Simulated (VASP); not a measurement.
Input of a VASP 6.6.1 run:

File INCAR:

```
ALGO = Normal
EDIFF = 1E-6
ENCUT = 520
ISIF = 2
ISMEAR = -1
LASPH = T
LCHARG = F
LREAL = F
LWAVE = F
NBANDS = 33
NELM = 100
PREC = Accurate
SIGMA = 0.1
```

Contents of KPOINTS:

```
k-points
0
Gamma
  6 8 6
```

The input POSCAR:

```
MnHg
1.0
   -3.3250000000      0.0000000000     -3.3250000000
    0.0000000000     -3.3250000000      0.0000000000
   -3.3250000000      0.0000000000      3.3250000000
Hg Mn
2 2
Direct
    0.0000000000      0.0000000000      0.0000000000
    0.5000000000      0.0000000000      0.5000000000
    0.0000000000      0.5000000000      0.5000000000
    0.5000000000      0.5000000000      0.0000000000
```

Potentials or basis: VASP PAW LDA potentials, release 64 (Hg, Mn_pv).

Command:

```console
$ cat potpaw_LDA.64/Hg/POTCAR potpaw_LDA.64/Mn_pv/POTCAR > POTCAR
$ mpirun -np 1 vasp_std > vasp.out
```

Estimate the band gap on the k mesh.

zero (band 25 reaches 4.73 eV, above the bottom of band 26 at 3.90 eV).

What does it give for the pressure?

-23.0 GPa.

Caveat: spin-orbit coupling is left out, which moves the levels of the heavy elements. Spin polarisation is off, so any magnetic state and its effect on volume and gap are missing.
